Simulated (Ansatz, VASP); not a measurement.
## Ta4H3: VASP beside Ansatz

```xyz
7
Lattice="-2.2802 2.2802 3.8016 2.2802 -2.2802 3.8016 2.2802 2.2802 -3.8016" Properties=species:S:1:pos:R:3 pbc="T T T"
Ta    0.0000    0.0000    1.8139
Ta    0.0000    2.2802    0.0000
Ta    2.2802    0.0000    0.0000
Ta    0.0000    0.0000    5.7892
H     0.0000    2.2802    1.9008
H     2.2802    0.0000    1.9008
H     0.0000    0.0000    3.8016
```

Change from the starting cell: species swapped into the Hf4N3 type (I4/mmm, No. 139).

Alike in both runs: functional PBE; k mesh 10 × 10 × 10; occupations gaussian, width 0.1 eV; no spin polarisation.

Ansatz relaxed the structure, and its values are those at the end. VASP's run is a single point on that final structure, the one shown.

|  | VASP | Ansatz |
| --- | --- | --- |
| version | VASP 6.6.1 | Ansatz 0.2.0 |
| potentials or method | VASP PAW PBE potentials, release 64 (Ta_pv, H), cutoff 520 eV | scalar-relativistic, plane waves, PAW |
| valence electrons in the cell | 47 | 55 |

```csv
,VASP,Ansatz,Ansatz less VASP
gap on the k mesh at the Fermi level (eV),none,none,-
pressure (GPa),0.1,0.0,-0.12
rms of the force components (eV/Å),0.005,0.003,-0.0024
```

A gap of «none» marks a metal or a gap that the smearing closes. VASP's potentials hold 47 valence electrons a cell and Ansatz's 55, so a difference there can come from the potentials and not from the codes.

Spin-orbit coupling is off throughout.
